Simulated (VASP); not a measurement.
**WS2: single point with PBEsol**

WS2, a slab with vacuum:

```xyz
3
Lattice="3.1581 -0.1026 0.0005 -1.6679 2.7595 -0.0109 0.0028 -0.0662 17.9309" Properties=species:S:1:pos:R:3 pbc="T T T"
W     0.0481    1.6888   -0.0771
S     1.5296    0.6999   16.4278
S     1.4648    1.0534    1.5665
```

This cell differs from its parent crystal: atoms moved at random and the cell strained at random.

| Item | Value |
| --- | --- |
| Program | VASP 6.6.1 |
| Task | single point |
| Functional | PBEsol |
| Potentials or basis | VASP PAW PBE potentials, release 64 (W_sv, S) |
| Cutoff | 520 eV |
| k mesh | 12 × 12 × 2 |
| Occupations | gaussian, width 0.05 eV |
| Spin | no spin polarisation |
| Dipole correction | no |
| Further INCAR settings | ALGO = Normal; EDIFF = 1e-06; NBANDS = 20 |

```
Largest force          : 4.807 eV/Å
Band gap on the k mesh : 1.36 eV (least direct gap 1.39 eV)
```

Forces in eV/Å, atoms in the order of the input:
```
W   -2.887  2.854  2.575
S    1.110 -0.665 -2.762
S    1.776 -2.190  0.187
```

Levels at points of the mesh, in eV from the valence-band top:
| k point | band 9 | band 10 | band 11 | band 12 | band 13 | band 14 | band 15 | band 16 | band 17 | band 18 |
| --- | --- | --- | --- | --- | --- | --- | --- | --- | --- | --- |
| (0.00, 0.00, 0.00) | -3.07 | -2.71 | -2.07 | -0.32 | -0.01 | 1.48 | 2.21 | 3.89 | 4.24 | 5.14 |
| (0.50, 0.00, 0.00) | -4.78 | -4.06 | -2.32 | -1.73 | -0.04 | 2.47 | 2.94 | 3.54 | 5.17 | 5.72 |
| (0.00, 0.50, 0.00) | -4.83 | -4.00 | -1.85 | -1.71 | -0.31 | 2.50 | 2.83 | 3.67 | 4.95 | 5.60 |
| (0.50, 0.50, 0.00) | -4.50 | -3.08 | -2.71 | -1.58 | -0.49 | 2.57 | 3.23 | 4.37 | 5.04 | 5.65 |
| (0.00, 0.00, 0.50) | -3.07 | -2.71 | -2.07 | -0.32 | -0.01 | 1.48 | 2.21 | 3.89 | 4.24 | 5.20 |
| (0.50, 0.00, 0.50) | -4.78 | -4.06 | -2.32 | -1.73 | -0.04 | 2.47 | 2.94 | 3.54 | 5.17 | 5.72 |
| (0.00, 0.50, 0.50) | -4.83 | -4.00 | -1.85 | -1.71 | -0.31 | 2.50 | 2.83 | 3.67 | 4.95 | 5.60 |
| (0.50, 0.50, 0.50) | -4.50 | -3.08 | -2.71 | -1.58 | -0.49 | 2.57 | 3.23 | 4.37 | 5.04 | 5.65 |

Run time: 6.2 min on 1 thread of Intel(R) Xeon(R) Platinum 8488C (Sapphire Rapids) (shared host), peak memory 0.56 GiB.

Caveat: the cell differs from its parent crystal (atoms moved at random and the cell strained at random); there is no dipole correction, which matters where the two faces differ; the PAW data sets were made with another functional, which shifts forces and pressure a little; spin-orbit coupling is left out, which moves the levels of the heavy elements.
